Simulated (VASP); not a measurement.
# TaN (P-6m2) in VASP: settings compared

Aim: see how the results for TaN move with the level of theory and the settings. Levels: RPBE, revPBE, BLYP, PBE. Tasks: relaxation of cell and atoms, single point.

Program: VASP 6.6.1. These are calculated values, not measurements. Logs are shortened: lines on timing, memory, paths and dates and some standing lists are left out, and cuts for length are marked.

## (1) The cell of the first run

It takes space group P-6m2 (No. 187, hexagonal). The conventional cell has a = 2.938 Å, b = 2.938 Å, c = 2.883 Å, α = 90.00°, β = 90.00°, γ = 120.00°. Within 2.9 Å of Ta (site symmetry -6m2) lie 6 N at 2.23 Å and 2 Ta at 2.88 Å. N (site symmetry -6m2) has 6 Ta at 2.23 Å and 2 N at 2.88 Å within 2.9 Å.

## (2) Relaxation of cell and atoms, RPBE

INCAR

```
PREC = Accurate ; ENCUT = 600
EDIFF = 1E-7 ; ISMEAR = -1
SIGMA = 0.05 ; LREAL = F
LASPH = T ; NELM = 60
ALGO = Normal ; ISIF = 3
LWAVE = F ; LCHARG = F
GGA = RP ; IBRION = 2
NSW = 60 ; EDIFFG = -0.01
```

KPOINTS

```
regular mesh
0
Gamma
  10 10 9
```

POSCAR

```
TaN
1.0
    2.9380011100      0.0000000000      0.0000000000
   -1.4690005500      2.5443836000      0.0000000000
    0.0000000000      0.0000000000      2.8830022100
Ta N
1 1
Direct
    0.3333333333      0.6666666667      0.5000000000
    0.0000000000      0.0000000000      0.0000000000
```

Potentials or basis: VASP PAW PBE potentials, release 64 (Ta_pv, N).

On the command line:

```bash
$ cat potpaw_PBE.64/Ta_pv/POTCAR potpaw_PBE.64/N/POTCAR > POTCAR
$ mpirun -np 1 vasp_std > vasp.out
```

OUTCAR:

```text
PREC = Accurate
   ENCUT = 600
   EDIFF = 1E-7
   ISMEAR = -1
   LREAL = F
   LASPH = T
   NELM = 60
   ISIF = 3
   GGA = RP
   IBRION = 2
   NSW = 60
   EDIFFG = -0.01

 ion  position               nearest neighbor table
   1  0.333  0.667  0.500-   2 2.23   2 2.23   2 2.23   2 2.23   2 2.23   2 2.23
   2  0.000  0.000  0.000-   1 2.23   1 2.23   1 2.23   1 2.23   1 2.23   1 2.23

  LATTYP: Found a hexagonal cell.
 ALAT       =     2.9380011100
 C/A-ratio  =     0.9812801636

  Lattice vectors:

 A1 = (   2.9380011100,   0.0000000000,   0.0000000000)
 A2 = (  -1.4690005500,   2.5443836000,   0.0000000000)
 A3 = (   0.0000000000,   0.0000000000,   2.8830022100)

Analysis of symmetry for initial positions (statically):
=====================================================================
 Subroutine PRICEL returns:
 Original cell was already a primitive cell.

 Routine SETGRP: Setting up the symmetry group for a
 hexagonal supercell.

 Subroutine GETGRP returns: Found 12 space group operations
 (whereof 12 operations were pure point group operations)
 out of a pool of 24 trial point group operations.

The static configuration has the point symmetry D_3h.

Analysis of symmetry for dynamics (positions and initial velocities):
=====================================================================
 Subroutine PRICEL returns:
 Original cell was already a primitive cell.

 Routine SETGRP: Setting up the symmetry group for a
 hexagonal supercell.

 Subroutine GETGRP returns: Found 12 space group operations
 (whereof 12 operations were pure point group operations)
 out of a pool of 24 trial point group operations.

The dynamic configuration has the point symmetry D_3h.

 Subroutine INISYM returns: Found 12 space group operations
 (whereof 12 operations are pure point group operations),
 and found     1 'primitive' translations

----------------------------------------------------------------------------------------

                                     Primitive cell

  volume of cell :      21.5516

  direct lattice vectors                    reciprocal lattice vectors
     2.938001110  0.000000000  0.000000000     0.340367468  0.196511249  0.000000000
    -1.469000550  2.544383600  0.000000000     0.000000000  0.393022499  0.000000000
     0.000000000  0.000000000  2.883002210     0.000000000  0.000000000  0.346860643

  length of vectors
     2.938001110  2.938001110  2.883002210     0.393022499  0.393022499  0.346860643

  position of ions in fractional coordinates (direct lattice)
     0.333333333  0.666666667  0.500000000
     0.000000000  0.000000000  0.000000000

  ion indices of the primitive-cell ions
   primitive index   ion index
[... 107 lines left out ...]
  energy-cutoff  :      600.00
  volume of cell :       21.55
 maximum number of plane-waves:       729
 NGX is ok and might be reduce to    24
   NGX = 11   NGY = 11   NGZ = 11

--------------------------------------- Ionic step        1  -------------------------------------------

 number of electron      16.0000001 magnetization

 Free energy of the ion-electron system (eV)
  ---------------------------------------------------
  ext. energy  EPLUGINS =         0.00000000
  ---------------------------------------------------
  free energy    TOTEN  =       -21.39772247 eV

  energy without entropy =      -21.39741552  energy(sigma->0) =      -21.39756899

------------------------ aborting loop because EDIFF is reached ----------------------------------------

  FORCE on cell =-STRESS in cart. coord.  units (eV):
  Direction    XX          YY          ZZ          XY          YZ          ZX
  --------------------------------------------------------------------------------------
  -------------------------------------------------------------------------------------
  Total        1.2645783      1.2645783      1.5321872      0.0000000     -0.0000000      0.0000000
  in kB       94.0105897     94.0105899    113.9050248      0.0000002     -0.0000000      0.0000000
  external PRESSURE =     100.6420682 kB  Pullay stress =       0.0000000 kB
[... 89 lines left out ...]
  FREE ENERGIE OF THE ION-ELECTRON SYSTEM (eV)
  ---------------------------------------------------
  free  energy   TOTEN  =       -21.4171676048 eV

  energy  without entropy=      -21.4168339308  energy(sigma->0) =      -21.41700077

[... ionic steps 4 to 7 ...]

--------------------------------------- Ionic step        8  -------------------------------------------

 number of electron      16.0000001 magnetization

------------------------ aborting loop because EDIFF is reached ----------------------------------------
[... 67 lines left out ...]
--------------------------------------- Ionic step       10  -------------------------------------------

 number of electron      16.0000001 magnetization

 Free energy of the ion-electron system (eV)
  ---------------------------------------------------
  ext. energy  EPLUGINS =         0.00000000
  ---------------------------------------------------
  free energy    TOTEN  =       -21.41720984 eV

  energy without entropy =      -21.41687642  energy(sigma->0) =      -21.41704313

 E-fermi :   8.1305     XC(G=0): -13.1170

 val. band max:        8.0101246558   @ k =   0.0000   0.0000   0.4444
 cond. band min:       8.2989077405   @ k =   0.0000   0.0000   0.3333
 fundamental gap:      0.2887830847
 Fermi energy:         8.1305346330

 k-point     1 :       0.0000    0.0000    0.0000
  band No.  band energies     occupation
      1     -26.9167      2.00000
      2     -26.6623      2.00000
      3     -26.6623      2.00000
      4      -9.5668      2.00000
      5       3.6309      2.00000
      6       3.6309      2.00000
      7       3.9773      2.00000
      8       5.1572      2.00000
      9      10.0486      0.00000
     10      11.5157      0.00000
     11      11.5157      0.00000
     12      11.9161      0.00000
[... 331 lines left out ...]
 k-point    24 :       0.4000    0.1000    0.1111
  band No.  band energies     occupation
      1     -27.5265      2.00000
      2     -26.9146      2.00000
      3     -26.8771      2.00000
      4      -7.4046      2.00000
      5       0.1940      2.00000
      6       2.8040      2.00000
      7       3.9791      2.00000
      8       5.8587      2.00000
      9      10.5578      0.00000
     10      11.5393      0.00000
     11      12.4020      0.00000
     12      13.6702      0.00000

 [... further k-points ...]
[... 5 lines left out ...]
  --------------------------------------------------------------------------------------
  -------------------------------------------------------------------------------------
  Total        0.0016084      0.0016084      0.0020212      0.0000000     -0.0000000      0.0000000
  in kB        0.1161610      0.1161610      0.1459690      0.0000000     -0.0000000      0.0000000
  external PRESSURE =       0.1260970 kB  Pullay stress =       0.0000000 kB
[... 17 lines left out ...]
  FREE ENERGIE OF THE ION-ELECTRON SYSTEM (eV)
  ---------------------------------------------------
  free  energy   TOTEN  =       -21.4172098400 eV

  energy  without entropy=      -21.4168764185  energy(sigma->0) =      -21.41704313

 reached required accuracy - stopping structural energy minimisation
```

OSZICAR:

```text
N       E                     dE             d eps       ncg     rms          rms(c)
DAV:   1     0.100806267304E+03    0.10081E+03   -0.10123E+04  1680   0.157E+03
DAV:   2    -0.196070266622E+02   -0.12041E+03   -0.11373E+03  1904   0.374E+02
[... 79 lines left out ...]
DAV:   1    -0.214172246362E+02   -0.20056E-04   -0.57056E-04  1712   0.315E-01    0.447E-02
DAV:   2    -0.214172123358E+02    0.12300E-04   -0.16478E-05  1700   0.469E-02    0.182E-02
DAV:   3    -0.214172092850E+02    0.30507E-05   -0.10321E-05  1804   0.365E-02    0.361E-03
DAV:   4    -0.214172095087E+02   -0.22365E-06   -0.10438E-07  1356   0.409E-03    0.187E-03
DAV:   5    -0.214172098123E+02   -0.30360E-06   -0.45246E-08   856   0.238E-03    0.392E-04
DAV:   6    -0.214172098400E+02   -0.27721E-07   -0.73401E-09   852   0.100E-03
  10 F= -.21417210E+02 E0= -.21417043E+02  d E =-.576143E-05
```

It took 36 s on 1 thread of Intel Xeon 6975P-C (Granite Rapids), shared host; peak memory 0.16 GiB.

What came out:

| Quantity | Value |
| --- | --- |
| Free energy | -21.4172 eV |
| Relaxed volume | 11.09 Å³/atom |
| Relaxed cell | a = 2.965 Å, b = 2.965 Å, c = 2.914 Å, α = 90.00°, β = 90.00°, γ = 120.00° |
| Space group after relaxing (to 0.05 Å) | P-6m2 (No. 187) |
| Energy gained by relaxing | 9.7 meV/atom |
| Ionic steps | 10 |
| Pressure after relaxing | 0.0 GPa |
| Band gap on the k mesh | zero (band 8 reaches 8.30 eV, above the bottom of band 9 at 8.01 eV) |

The path:
```tsv
step	energy change (eV)	largest force (eV/Å)	pressure (GPa)	volume (Å³)
1	0.0000	0.0000	10.06	21.55
2	0.0789	0.0000	-18.92	23.73
3	-0.0194	0.0000	-0.21	22.20
4	-0.0195	0.0000	0.00	22.18
5	-0.0195	0.0000	0.19	22.17
6	-0.0195	0.0000	0.16	22.18
7	-0.0195	0.0000	0.16	22.18
8	-0.0195	0.0000	0.17	22.17
9	-0.0195	0.0000	-0.15	22.20
10	-0.0195	0.0000	0.01	22.18
```

Final structure:
```xyz
2
Lattice="2.9651 0.0000 0.0000 -1.4826 2.5679 0.0000 0.0000 0.0000 2.9136" Properties=species:S:1:pos:R:3 pbc="T T T"
Ta    0.0000    1.7119    1.4568
N     0.0000    0.0000    0.0000
```

Levels at points of the mesh, in eV from the Fermi level:
```
           k point  band 5  band 6  band 7  band 8  band 9  band 10  band 11  band 12
(0.00, 0.00, 0.00)   -4.50   -4.50   -4.15   -2.97    1.92     3.39     3.39     3.79
(0.50, 0.00, 0.00)   -8.19   -5.13   -3.43   -3.20    2.84     3.79     5.00     5.03
```

Caveat: the PAW data sets were made with another functional, which shifts forces and pressure a little; spin-orbit coupling is left out, which moves the levels of the heavy elements.

## (3) Relaxation of cell and atoms, revPBE

INCAR

```
  PREC = Accurate
  ENCUT = 600
  EDIFF = 1E-6
  ISMEAR = -1
  SIGMA = 0.05
  LREAL = F
  LASPH = T
  NELM = 60
  ALGO = Normal
  ISIF = 3
  LWAVE = F
  LCHARG = F
  GGA = RE
  IBRION = 2
  NSW = 60
  EDIFFG = -0.01
```

KPOINTS

```
Automatic mesh
0
Gamma
  10 10 9
```

POSCAR is that of step 2.

Potentials or basis: VASP PAW PBE potentials, release 64 (Ta_pv, N).

On the command line:

```bash
$ cat potpaw_PBE.64/Ta_pv/POTCAR potpaw_PBE.64/N/POTCAR > POTCAR
$ mpirun -np 1 vasp_std > vasp.out
```

OUTCAR:

```text
PREC = Accurate
   ENCUT = 600
   EDIFF = 1E-6
   ISMEAR = -1
   LREAL = F
   LASPH = T
   NELM = 60
   ISIF = 3
   GGA = RE
   IBRION = 2
   NSW = 60
   EDIFFG = -0.01

 ion  position               nearest neighbor table
   1  0.333  0.667  0.500-   2 2.23   2 2.23   2 2.23   2 2.23   2 2.23   2 2.23
   2  0.000  0.000  0.000-   1 2.23   1 2.23   1 2.23   1 2.23   1 2.23   1 2.23

  LATTYP: Found a hexagonal cell.
 ALAT       =     2.9380011100
 C/A-ratio  =     0.9812801636

  Lattice vectors:

 A1 = (   2.9380011100,   0.0000000000,   0.0000000000)
 A2 = (  -1.4690005500,   2.5443836000,   0.0000000000)
 A3 = (   0.0000000000,   0.0000000000,   2.8830022100)

Analysis of symmetry for initial positions (statically):
=====================================================================
 Subroutine PRICEL returns:
 Original cell was already a primitive cell.

 Routine SETGRP: Setting up the symmetry group for a
 hexagonal supercell.

 Subroutine GETGRP returns: Found 12 space group operations
 (whereof 12 operations were pure point group operations)
 out of a pool of 24 trial point group operations.

The static configuration has the point symmetry D_3h.

Analysis of symmetry for dynamics (positions and initial velocities):
=====================================================================
 Subroutine PRICEL returns:
 Original cell was already a primitive cell.

 Routine SETGRP: Setting up the symmetry group for a
 hexagonal supercell.

 Subroutine GETGRP returns: Found 12 space group operations
 (whereof 12 operations were pure point group operations)
 out of a pool of 24 trial point group operations.

The dynamic configuration has the point symmetry D_3h.

 Subroutine INISYM returns: Found 12 space group operations
 (whereof 12 operations are pure point group operations),
 and found     1 'primitive' translations

----------------------------------------------------------------------------------------

                                     Primitive cell

  volume of cell :      21.5516

[... 128 lines left out ...]

 number of electron      16.0000001 magnetization

 Free energy of the ion-electron system (eV)
  ---------------------------------------------------
  ext. energy  EPLUGINS =         0.00000000
  ---------------------------------------------------
  free energy    TOTEN  =       -21.58487076 eV

  energy without entropy =      -21.58456239  energy(sigma->0) =      -21.58471657

------------------------ aborting loop because EDIFF is reached ----------------------------------------

  FORCE on cell =-STRESS in cart. coord.  units (eV):
  Direction    XX          YY          ZZ          XY          YZ          ZX
  --------------------------------------------------------------------------------------
  -------------------------------------------------------------------------------------
  Total        1.0968695      1.0968695      1.3355625      0.0000000      0.0000000     -0.0000000
  in kB       81.5428741     81.5428743     99.2876595      0.0000002      0.0000000     -0.0000000
  external PRESSURE =      87.4578027 kB  Pullay stress =       0.0000000 kB
[... 239 lines left out ...]
--------------------------------------- Ionic step        8  -------------------------------------------

 number of electron      16.0000001 magnetization

 Free energy of the ion-electron system (eV)
  ---------------------------------------------------
  ext. energy  EPLUGINS =         0.00000000
  ---------------------------------------------------
  free energy    TOTEN  =       -21.59955726 eV

  energy without entropy =      -21.59922569  energy(sigma->0) =      -21.59939147

 E-fermi :   8.1360     XC(G=0): -13.1571

 val. band max:        8.0149165895   @ k =   0.0000   0.0000   0.4444
 cond. band min:       8.3039054597   @ k =   0.0000   0.0000   0.3333
 fundamental gap:      0.2889888703
 Fermi energy:         8.1359733123

 k-point     1 :       0.0000    0.0000    0.0000
  band No.  band energies     occupation
      1     -26.8870      2.00000
      2     -26.6311      2.00000
      3     -26.6311      2.00000
      4      -9.5698      2.00000
      5       3.6230      2.00000
      6       3.6230      2.00000
      7       3.9695      2.00000
      8       5.1627      2.00000
      9      10.0861      0.00000
     10      11.5381      0.00000
     11      11.5381      0.00000
     12      11.9388      0.00000
[... 331 lines left out ...]
 k-point    24 :       0.4000    0.1000    0.1111
  band No.  band energies     occupation
      1     -27.5075      2.00000
      2     -26.8869      2.00000
      3     -26.8467      2.00000
      4      -7.3891      2.00000
      5       0.1803      2.00000
      6       2.7953      2.00000
      7       3.9771      2.00000
      8       5.8583      2.00000
      9      10.5745      0.00000
     10      11.5619      0.00000
     11      12.4332      0.00000
     12      13.7000      0.00000

 [... further k-points ...]
[... 5 lines left out ...]
  --------------------------------------------------------------------------------------
  -------------------------------------------------------------------------------------
  Total       -0.0085536     -0.0085536     -0.0086408     -0.0000000      0.0000000      0.0000000
  in kB       -0.6199761     -0.6199761     -0.6262960     -0.0000000      0.0000000      0.0000000
  external PRESSURE =      -0.6220827 kB  Pullay stress =       0.0000000 kB
[... 17 lines left out ...]
  FREE ENERGIE OF THE ION-ELECTRON SYSTEM (eV)
  ---------------------------------------------------
  free  energy   TOTEN  =       -21.5995572557 eV

  energy  without entropy=      -21.5992256854  energy(sigma->0) =      -21.59939147

 reached required accuracy - stopping structural energy minimisation
```

OSZICAR:

```text
N       E                     dE             d eps       ncg     rms          rms(c)
DAV:   1     0.100611714519E+03    0.10061E+03   -0.10121E+04  1680   0.157E+03
DAV:   2    -0.198029812032E+02   -0.12041E+03   -0.11373E+03  1904   0.374E+02
DAV:   3    -0.240193403804E+02   -0.42164E+01   -0.41469E+01  2080   0.654E+01
[... 53 lines left out ...]
       N       E                     dE             d eps       ncg     rms          rms(c)
DAV:   1    -0.215995908868E+02   -0.37132E-04   -0.11920E-03  1712   0.456E-01    0.652E-02
DAV:   2    -0.215995652109E+02    0.25676E-04   -0.34616E-05  1708   0.680E-02    0.265E-02
DAV:   3    -0.215995574671E+02    0.77438E-05   -0.21585E-05  1800   0.529E-02    0.519E-03
DAV:   4    -0.215995572557E+02    0.21147E-06   -0.21724E-07   972   0.594E-03
   8 F= -.21599557E+02 E0= -.21599391E+02  d E =-.346368E-05
```

CONTCAR:

```text
TaN
   1.00000000000000
     2.9616800224451709    0.0000000000466066    0.0000000000000000
    -1.4808400061419253    2.5648901397461263   -0.0000000000000000
    -0.0000000000000000   -0.0000000000000000    2.9099097272472463
  Ta              N
     1     1
Direct
     0.3333333332999970    0.6666666667000030    0.5000000000000000
     0.0000000000000000    0.0000000000000000    0.0000000000000000

  0.00000000E+00  0.00000000E+00  0.00000000E+00
  0.00000000E+00  0.00000000E+00  0.00000000E+00
```

It took 24 s on 1 thread of Intel Xeon 6975P-C (Granite Rapids), shared host; peak memory 0.16 GiB.

What came out:

| Property | Result |
| --- | --- |
| Free energy | -21.5996 eV |
| Relaxed volume | 11.05 Å³/atom |
| Relaxed cell | a = 2.962 Å, b = 2.962 Å, c = 2.910 Å, α = 90.00°, β = 90.00°, γ = 120.00° |
| Space group after relaxing (to 0.05 Å) | P-6m2 (No. 187) |
| Energy gained by relaxing | 7.3 meV/atom |
| Ionic steps | 8 |
| Pressure after relaxing | -0.1 GPa |
| Band gap on the k mesh | zero (band 8 reaches 8.30 eV, above the bottom of band 9 at 8.01 eV) |

The path:
```tsv
step	energy change (eV)	largest force (eV/Å)	pressure (GPa)	volume (Å³)
1	0.0000	0.0000	8.75	21.55
2	0.0615	0.0000	-17.07	23.44
3	-0.0147	0.0000	-0.17	22.11
4	-0.0147	0.0000	0.00	22.10
5	-0.0147	0.0000	0.16	22.09
6	-0.0147	0.0000	0.14	22.09
7	-0.0147	0.0000	0.16	22.09
8	-0.0147	0.0000	-0.06	22.10
```

Final structure:
```
CELL_PARAMETERS angstrom
2.96168 0.00000 0.00000
-1.48084 2.56489 0.00000
0.00000 0.00000 2.90991
ATOMIC_POSITIONS crystal
Ta 0.33333 0.66667 0.50000
N 0.00000 0.00000 0.00000
```

Levels at points of the mesh, in eV from the Fermi level:
```
           k point  band 5  band 6  band 7  band 8  band 9  band 10  band 11  band 12
(0.00, 0.00, 0.00)   -4.51   -4.51   -4.17   -2.97    1.95     3.40     3.40     3.80
(0.50, 0.00, 0.00)   -8.21   -5.14   -3.44   -3.20    2.85     3.82     5.01     5.06
```

Caveat: the PAW data sets were made with another functional, which shifts forces and pressure a little; spin-orbit coupling is left out, which moves the levels of the heavy elements. Zero-point motion and thermal expansion aren't in these numbers.

[end of part 1 of 2]
